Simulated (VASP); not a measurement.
# Au (Fm-3m) in VASP: notebook

Au is run at these levels: PBE; tasks: single point.

Program: VASP 6.6.1. These are calculated values, not measurements. Logs are shortened: lines on timing, memory, paths and dates and some standing lists are left out, and cuts for length are marked.

## 1. The cell of the first run

It takes space group Fm-3m (No. 225, cubic). The conventional cell has a = 4.157 Å, b = 4.157 Å, c = 4.157 Å, α = 90.00°, β = 90.00°, γ = 90.00°. Within 3.9 Å of Au (site symmetry m-3m) lie 12 Au at 2.94 Å.

## 2. Single point, PBE

File INCAR:

```
SYSTEM = Au
PREC     = Accurate       ! precision mode
ENCUT    = 500            ! plane-wave cutoff, eV
EDIFF    = 1E-6           ! SCF threshold, eV
ISMEAR   = -1             ! smearing method
SIGMA    = 0.1            ! smearing width, eV
LREAL    = .FALSE.        ! projectors in reciprocal space
LASPH    = .TRUE.         ! aspherical terms in the spheres
NELM     = 120            ! most SCF steps
ALGO     = Normal         ! electronic algorithm
ISIF     = 2              ! what is computed and relaxed
LWAVE    = .FALSE.        ! write WAVECAR
LCHARG   = .FALSE.        ! write CHGCAR
GGA      = PE             ! functional
NBANDS   = 12             ! bands
GGA_COMPAT= .FALSE.
```

File KPOINTS:

```
regular mesh
0
G
  4 4 4
  0 0 0
```

File POSCAR:

```
Au
1.0
   -2.0786717084      0.0000000000      2.0786717084
    0.0000000000      2.0786717084      2.0786717084
   -2.0786717084      2.0786717084      0.0000000000
Au
1
Direct
    0.0000000000      0.0000000000      0.0000000000
```

Potentials or basis: VASP PAW PBE potentials, release 64 (Au).

The run is started by

```sh
$ cat potpaw_PBE.64/Au/POTCAR > POTCAR
$ mpirun -np 1 vasp_std > vasp.out
```

OUTCAR:

```text
SYSTEM = Au
   PREC = Accurate
   ENCUT = 500
   EDIFF = 1E-6
   ISMEAR = -1
   LREAL = .FALSE.
   LASPH = .TRUE.
   NELM = 120
   ISIF = 2
   GGA = PE

 ion  position               nearest neighbor table
   1  0.000  0.000  0.000-

  LATTYP: Found a face centered cubic cell.
 ALAT       =     4.1573434168

  Lattice vectors:

 A1 = (  -2.0786717084,   0.0000000000,   2.0786717084)
 A2 = (   0.0000000000,   2.0786717084,   2.0786717084)
 A3 = (  -2.0786717084,   2.0786717084,   0.0000000000)

Analysis of symmetry for initial positions (statically):
=====================================================================
 Subroutine PRICEL returns:
 Original cell was already a primitive cell.

 Routine SETGRP: Setting up the symmetry group for a
 face centered cubic supercell.

 Subroutine GETGRP returns: Found 48 space group operations
 (whereof 48 operations were pure point group operations)
 out of a pool of 48 trial point group operations.

The static configuration has the point symmetry O_h .

Analysis of symmetry for dynamics (positions and initial velocities):
=====================================================================
 Subroutine PRICEL returns:
 Original cell was already a primitive cell.

 Routine SETGRP: Setting up the symmetry group for a
 face centered cubic supercell.

 Subroutine GETGRP returns: Found 48 space group operations
 (whereof 48 operations were pure point group operations)
 out of a pool of 48 trial point group operations.

The dynamic configuration has the point symmetry O_h .

 Subroutine INISYM returns: Found 48 space group operations
 (whereof 48 operations are pure point group operations),
 and found     1 'primitive' translations

----------------------------------------------------------------------------------------

                                     Primitive cell

  volume of cell :      17.9634

  direct lattice vectors                    reciprocal lattice vectors
    -2.078671708  0.000000000  2.078671708    -0.240538224 -0.240538224  0.240538224
     0.000000000  2.078671708  2.078671708     0.240538224  0.240538224  0.240538224
    -2.078671708  2.078671708  0.000000000    -0.240538224  0.240538224 -0.240538224

  length of vectors
     2.939685722  2.939685722  2.939685722     0.416624424  0.416624424  0.416624424

  position of ions in fractional coordinates (direct lattice)
[... 64 lines left out ...]
   IBRION =     -1    ionic relax: 0-MD 1-quasi-New 2-CG
   NFREE  =      0    steps in history (QN), initial steepest desc. (CG)
   ISIF   =      2    stress and relaxation
   ISYM   =      2    0-nonsym 1-usesym 2-fastsym
   POTIM  = 0.5000    time-step for ionic-motion
   TEBEG  =    0.0;   TEEND  =   0.0 temperature during run
   PSTRESS=    0.0 pullay stress
   NELECT =      11.0000    total number of electrons
   NUPDOWN=      -1.0000    fix difference up-down
   EMIN   =  10.00;   EMAX   =-10.00  energy-range for DOS
   EFERMI =   0.00;   METHOD = LEGACY
   ISMEAR =    -1;   SIGMA  =   0.10  broadening in eV -4-tet -1-fermi 0-gaus
   EFERMI_NEDOS =   21; number of points for ismear=-14 and -15
   IALGO  =     38    algorithm
   IMIX   =      4    mixing-type and parameters
     AMIX     =   0.40;   BMIX     =  1.00
     AMIX_MAG =   1.60;   BMIX_MAG =  1.00
  volume/ion in A,a.u.               =      17.96       121.22
  Fermi-wavevector in a.u.,A,eV,Ry     =   1.390197  2.627092 26.295285  1.932649
  Thomas-Fermi vector in A             =   2.514156
   LORBIT       =      0    0 simple, 1 ext, 2 COOP (PROOUT), +10 PAW based schemes
   GGA     = PE    functional components
   LHFCALC =     F    Hartree Fock is set to
   AEXX    =    0.0000 exact exchange contribution
   IVDW    =     0    specifies the selected vdW correction
   LEPSILON=     F    determine dielectric tensor
   LRPA    =     F    only Hartree local field effects (RPA)
 non-spin polarized calculation
  energy-cutoff  :      500.00
  volume of cell :       17.96
 maximum number of plane-waves:       465
 NGX is ok and might be reduce to    24
   NGX = 11   NGY = 11   NGZ = 11

 number of electron      11.0000002 magnetization

 Free energy of the ion-electron system (eV)
  ---------------------------------------------------
  ext. energy  EPLUGINS =         0.00000000
  ---------------------------------------------------
  free energy    TOTEN  =        -3.03296639 eV

  energy without entropy =       -3.01979751  energy(sigma->0) =       -3.02638195

 E-fermi :   9.2603     XC(G=0): -12.4066

 val. band max:        8.2763807393   @ k =  -0.2500   0.2500   0.0000
 cond. band min:       9.5753973638   @ k =   0.5000   0.2500   0.0000
 fundamental gap:      1.2990166245
 Fermi energy:         9.2603004510

 k-point     1 :       0.0000    0.0000    0.0000
  band No.  band energies     occupation
      1      -0.6928      2.00000
      2       4.1931      2.00000
      3       4.1931      2.00000
      4       4.1931      2.00000
      5       5.5760      2.00000
      6       5.5760      2.00000
      7      23.1986      0.00000
      8      26.8993      0.00000
      9      26.8993      0.00000
     10      26.8993      0.00000
     11      31.6299      0.00000
     12      35.7208      0.00000
[... 91 lines left out ...]
 k-point     8 :      -0.2500    0.5000    0.2500
  band No.  band energies     occupation
      1       3.0527      2.00000
      2       3.7810      2.00000
      3       3.7810      2.00000
      4       5.4532      2.00000
      5       6.9601      2.00000
      6      13.0570      0.00000
      7      14.7514      0.00000
      8      14.7514      0.00000
      9      17.7227      0.00000
     10      30.8450      0.00000
     11      30.8450      0.00000
     12      32.2513      0.00000

------------------------ aborting loop because EDIFF is reached ----------------------------------------

  FORCE on cell =-STRESS in cart. coord.  units (eV):
  Direction    XX          YY          ZZ          XY          YZ          ZX
  --------------------------------------------------------------------------------------
  -------------------------------------------------------------------------------------
  Total        0.1908708      0.1908708      0.1908708      0.0000000      0.0000000     -0.0000000
  in kB       17.0240290     17.0240290     17.0240290      0.0000000      0.0000000     -0.0000000
  external PRESSURE =      17.0240290 kB  Pullay stress =       0.0000000 kB

 VOLUME and BASIS-vectors are now :
 -----------------------------------------------------------------------------
  energy-cutoff  :      500.00
  volume of cell :       17.96
      direct lattice vectors                 reciprocal lattice vectors
    -2.078671708  0.000000000  2.078671708    -0.240538224 -0.240538224  0.240538224
     0.000000000  2.078671708  2.078671708     0.240538224  0.240538224  0.240538224
    -2.078671708  2.078671708  0.000000000    -0.240538224  0.240538224 -0.240538224

 POSITION                                       TOTAL-FORCE (eV/Angst)
 -----------------------------------------------------------------------------------
      0.00000      0.00000      0.00000         0.000000      0.000000     -0.000000
 -----------------------------------------------------------------------------------
    total drift:                               -0.000000     -0.000000      0.000000

  FREE ENERGIE OF THE ION-ELECTRON SYSTEM (eV)
  ---------------------------------------------------
  free  energy   TOTEN  =        -3.0329663908 eV

  energy  without entropy=       -3.0197975058  energy(sigma->0) =       -3.02638195
```

OSZICAR:

```text
N       E                     dE             d eps       ncg     rms          rms(c)
DAV:   1     0.474744200267E+02    0.47474E+02   -0.54059E+03   192   0.794E+02
DAV:   2    -0.270268195397E+01   -0.50177E+02   -0.46892E+02   212   0.180E+02
DAV:   3    -0.329289127861E+01   -0.59021E+00   -0.58979E+00   244   0.196E+01
DAV:   4    -0.329485729242E+01   -0.19660E-02   -0.19659E-02   224   0.126E+00
DAV:   5    -0.329487193678E+01   -0.14644E-04   -0.14645E-04   236   0.109E-01    0.845E+00
DAV:   6    -0.305170184812E+01    0.24317E+00   -0.65214E-01   200   0.649E+00    0.549E+00
DAV:   7    -0.303483878743E+01    0.16863E-01   -0.56998E-02   208   0.193E+00    0.268E+00
DAV:   8    -0.303296951270E+01    0.18693E-02   -0.10092E-03   196   0.263E-01    0.205E-01
DAV:   9    -0.303296113305E+01    0.83796E-05   -0.34892E-05   232   0.473E-02    0.395E-02
DAV:  10    -0.303296637917E+01   -0.52461E-05   -0.55836E-06   212   0.221E-02    0.108E-03
DAV:  11    -0.303296639085E+01   -0.11682E-07   -0.62366E-08   100   0.189E-03
   1 F= -.30329664E+01 E0= -.30263819E+01  d E =-.131689E-01
```

stdout:

```text
POSCAR found type information on POSCAR Au
 POSCAR found :  1 types and       1 ions
 scaLAPACK will be used
 LDA part: xc-table for (Slater+PW92), standard interpolation
 POSCAR, INCAR and KPOINTS ok, starting setup
 FFT: planning ... GRIDC
 FFT: planning ... GRID_SOFT
 FFT: planning ... GRID
 WAVECAR not read
 entering main loop
```

It took 6.7 s on 1 thread of AMD EPYC 7R13, shared host; peak memory 0.11 GiB.

What came out:

```yaml
Free_energy: -3.0330 eV
Pressure: 1.7 GPa
```

Levels at points of the mesh, in eV from the Fermi level:
| k point | band 3 | band 4 | band 5 | band 6 | band 7 | band 8 | band 9 | band 10 |
| --- | --- | --- | --- | --- | --- | --- | --- | --- |
| (0.00, 0.00, 0.00) | -5.07 | -5.07 | -3.68 | -3.68 | 13.94 | 17.64 | 17.64 | 17.64 |
| (0.50, 0.00, 0.00) | -5.10 | -2.59 | -2.59 | -1.36 | 2.15 | 13.38 | 16.09 | 16.09 |
| (0.50, 0.50, 0.00) | -2.63 | -2.30 | -2.30 | 0.53 | 4.71 | 9.22 | 9.22 | 16.00 |

Caveat: the k points lie up to 0.65 Å⁻¹ apart; spin-orbit coupling is left out, which moves the levels of the heavy elements.

## 3. Single point, PBE

File INCAR:

```
ALGO = Normal
EDIFF = 1E-6
ENCUT = 500
GGA = PE
GGA_COMPAT = F
ISIF = 2
ISMEAR = -1
LASPH = T
LCHARG = F
LREAL = F
LWAVE = F
NBANDS = 12
NELM = 120
PREC = Accurate
SIGMA = 0.1
```

File KPOINTS:

```
k-points
0
Gamma
  4 4 4
```

POSCAR is that of step 2.

Potentials or basis: VASP PAW PBE potentials, release 64 (Au).

The run is started by

```sh
$ cat potpaw_PBE.64/Au/POTCAR > POTCAR
$ mpirun -np 1 vasp_std > vasp.out
```

OUTCAR:

```text
EDIFF = 1E-6
   ENCUT = 500
   GGA = PE
   ISIF = 2
   ISMEAR = -1
   LASPH = T
   LREAL = F
   NELM = 120
   PREC = Accurate

 ion  position               nearest neighbor table
   1  0.000  0.000  0.000-

  LATTYP: Found a face centered cubic cell.
 ALAT       =     4.1573434168

  Lattice vectors:

 A1 = (  -2.0786717084,   0.0000000000,   2.0786717084)
 A2 = (   0.0000000000,   2.0786717084,   2.0786717084)
 A3 = (  -2.0786717084,   2.0786717084,   0.0000000000)

Analysis of symmetry for initial positions (statically):
=====================================================================
 Subroutine PRICEL returns:
 Original cell was already a primitive cell.

 Routine SETGRP: Setting up the symmetry group for a
 face centered cubic supercell.

 Subroutine GETGRP returns: Found 48 space group operations
 (whereof 48 operations were pure point group operations)
 out of a pool of 48 trial point group operations.

The static configuration has the point symmetry O_h .

Analysis of symmetry for dynamics (positions and initial velocities):
=====================================================================
 Subroutine PRICEL returns:
 Original cell was already a primitive cell.

 Routine SETGRP: Setting up the symmetry group for a
 face centered cubic supercell.

 Subroutine GETGRP returns: Found 48 space group operations
 (whereof 48 operations were pure point group operations)
 out of a pool of 48 trial point group operations.

The dynamic configuration has the point symmetry O_h .

 Subroutine INISYM returns: Found 48 space group operations
 (whereof 48 operations are pure point group operations),
 and found     1 'primitive' translations

----------------------------------------------------------------------------------------

                                     Primitive cell
[... 95 lines left out ...]
  Thomas-Fermi vector in A             =   2.514156
   LORBIT       =      0    0 simple, 1 ext, 2 COOP (PROOUT), +10 PAW based schemes
   GGA     = PE    functional components
   LHFCALC =     F    Hartree Fock is set to
   AEXX    =    0.0000 exact exchange contribution
   IVDW    =     0    specifies the selected vdW correction
   LEPSILON=     F    determine dielectric tensor
   LRPA    =     F    only Hartree local field effects (RPA)
 non-spin polarized calculation
  energy-cutoff  :      500.00
  volume of cell :       17.96
 maximum number of plane-waves:       465
 NGX is ok and might be reduce to    24
   NGX = 11   NGY = 11   NGZ = 11

 number of electron      11.0000002 magnetization

 Free energy of the ion-electron system (eV)
  ---------------------------------------------------
  ext. energy  EPLUGINS =         0.00000000
  ---------------------------------------------------
  free energy    TOTEN  =        -3.03296639 eV

  energy without entropy =       -3.01979751  energy(sigma->0) =       -3.02638195

 E-fermi :   9.2603     XC(G=0): -12.4066

 val. band max:        8.2763807393   @ k =  -0.2500   0.2500   0.0000
 cond. band min:       9.5753973638   @ k =   0.5000   0.2500   0.0000
 fundamental gap:      1.2990166245
 Fermi energy:         9.2603004510

 k-point     1 :       0.0000    0.0000    0.0000
  band No.  band energies     occupation
      1      -0.6928      2.00000
      2       4.1931      2.00000
      3       4.1931      2.00000
      4       4.1931      2.00000
      5       5.5760      2.00000
      6       5.5760      2.00000
      7      23.1986      0.00000
      8      26.8993      0.00000
      9      26.8993      0.00000
     10      26.8993      0.00000
     11      31.6299      0.00000
     12      35.7208      0.00000
[... 91 lines left out ...]
 k-point     8 :      -0.2500    0.5000    0.2500
  band No.  band energies     occupation
      1       3.0527      2.00000
      2       3.7810      2.00000
      3       3.7810      2.00000
      4       5.4532      2.00000
      5       6.9601      2.00000
      6      13.0570      0.00000
      7      14.7514      0.00000
      8      14.7514      0.00000
      9      17.7227      0.00000
     10      30.8450      0.00000
     11      30.8450      0.00000
     12      32.2513      0.00000

------------------------ aborting loop because EDIFF is reached ----------------------------------------

  FORCE on cell =-STRESS in cart. coord.  units (eV):
  Direction    XX          YY          ZZ          XY          YZ          ZX
  --------------------------------------------------------------------------------------
  -------------------------------------------------------------------------------------
  Total        0.1908708      0.1908708      0.1908708      0.0000000      0.0000000     -0.0000000
  in kB       17.0240290     17.0240290     17.0240290      0.0000000      0.0000000     -0.0000000
  external PRESSURE =      17.0240290 kB  Pullay stress =       0.0000000 kB

 VOLUME and BASIS-vectors are now :
 -----------------------------------------------------------------------------
  energy-cutoff  :      500.00
  volume of cell :       17.96
      direct lattice vectors                 reciprocal lattice vectors
    -2.078671708  0.000000000  2.078671708    -0.240538224 -0.240538224  0.240538224
     0.000000000  2.078671708  2.078671708     0.240538224  0.240538224  0.240538224
    -2.078671708  2.078671708  0.000000000    -0.240538224  0.240538224 -0.240538224

 POSITION                                       TOTAL-FORCE (eV/Angst)
 -----------------------------------------------------------------------------------
      0.00000      0.00000      0.00000         0.000000      0.000000     -0.000000
 -----------------------------------------------------------------------------------
    total drift:                               -0.000000     -0.000000      0.000000

  FREE ENERGIE OF THE ION-ELECTRON SYSTEM (eV)
  ---------------------------------------------------
  free  energy   TOTEN  =        -3.0329663908 eV

  energy  without entropy=       -3.0197975058  energy(sigma->0) =       -3.02638195
```

OSZICAR:

```text
N       E                     dE             d eps       ncg     rms          rms(c)
DAV:   1     0.474744200267E+02    0.47474E+02   -0.54059E+03   192   0.794E+02
DAV:   2    -0.270268195397E+01   -0.50177E+02   -0.46892E+02   212   0.180E+02
DAV:   3    -0.329289127861E+01   -0.59021E+00   -0.58979E+00   244   0.196E+01
DAV:   4    -0.329485729242E+01   -0.19660E-02   -0.19659E-02   224   0.126E+00
DAV:   5    -0.329487193678E+01   -0.14644E-04   -0.14645E-04   236   0.109E-01    0.845E+00
DAV:   6    -0.305170184812E+01    0.24317E+00   -0.65214E-01   200   0.649E+00    0.549E+00
DAV:   7    -0.303483878743E+01    0.16863E-01   -0.56998E-02   208   0.193E+00    0.268E+00
DAV:   8    -0.303296951270E+01    0.18693E-02   -0.10092E-03   196   0.263E-01    0.205E-01
DAV:   9    -0.303296113305E+01    0.83796E-05   -0.34892E-05   232   0.473E-02    0.395E-02
DAV:  10    -0.303296637917E+01   -0.52461E-05   -0.55836E-06   212   0.221E-02    0.108E-03
DAV:  11    -0.303296639085E+01   -0.11682E-07   -0.62366E-08   100   0.189E-03
   1 F= -.30329664E+01 E0= -.30263819E+01  d E =-.131689E-01
```

stdout:

```text
POSCAR found type information on POSCAR Au
 POSCAR found :  1 types and       1 ions
 scaLAPACK will be used
 LDA part: xc-table for (Slater+PW92), standard interpolation
 POSCAR, INCAR and KPOINTS ok, starting setup
 FFT: planning ... GRIDC
 FFT: planning ... GRID_SOFT
 FFT: planning ... GRID
 WAVECAR not read
 entering main loop
```

It took 6.7 s on 1 thread of AMD EPYC 7R13, shared host; peak memory 0.11 GiB.

What came out:

```
Free energy : -3.0330 eV
Pressure    : 1.7 GPa
```

Caveat: the k points lie up to 0.65 Å⁻¹ apart; spin-orbit coupling is left out, which moves the levels of the heavy elements.
